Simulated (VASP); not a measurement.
## Ni: single point with PBE

Crystal: Ni.

```xyz
2
Lattice="0.0000 2.2272 2.2272 2.2272 0.0000 2.2272 2.2272 2.2272 0.0000" Properties=species:S:1:pos:R:3 pbc="T T T"
Ni    0.0000    0.0000    0.0000
Ni    2.2272    2.2272    2.2272
```

This isn't the form of Ni at room conditions, which is fcc.

| Item | Value |
| --- | --- |
| Program | VASP 6.6.1 |
| Task | single point |
| Functional | PBE |
| Potentials or basis | VASP PAW PBE potentials, release 64 (Ni) |
| Cutoff | 520 eV |
| k mesh | 19 × 19 × 19 |
| Occupations | fermi-dirac, width 0.05 eV |
| Spin | collinear spin, ferromagnetic start |
| Starting moments | [-0.569, -0.569] μB |

```yaml
Pressure: 25.9 GPa
Net_moment: -0.84 μB per cell
Site_moments: Ni -0.42 μB
Valence_electrons_inside_the_program's_atomic_spheres: Ni 9.47
```

Levels at points of the mesh, in eV from the Fermi level:
Spin up:
```
           k point  band 5  band 6  band 7  band 8  band 9  band 10  band 11  band 12  band 13  band 14
(0.00, 0.00, 0.00)   -3.41   -3.41    0.29    0.29    0.29     1.15     1.15    13.14    13.14    13.14
```
Spin down:
| k point | band 8 | band 9 | band 10 | band 11 | band 12 | band 13 |
| --- | --- | --- | --- | --- | --- | --- |
| (0.00, 0.00, 0.00) | -0.24 | -0.24 | 0.75 | 0.75 | 13.06 | 13.06 |

It took 63 s on 1 thread of Intel(R) Xeon(R) 6975P-C (Granite Rapids) (shared host), peak memory 0.26 GiB.

Caveat: the cell stands under pressure.
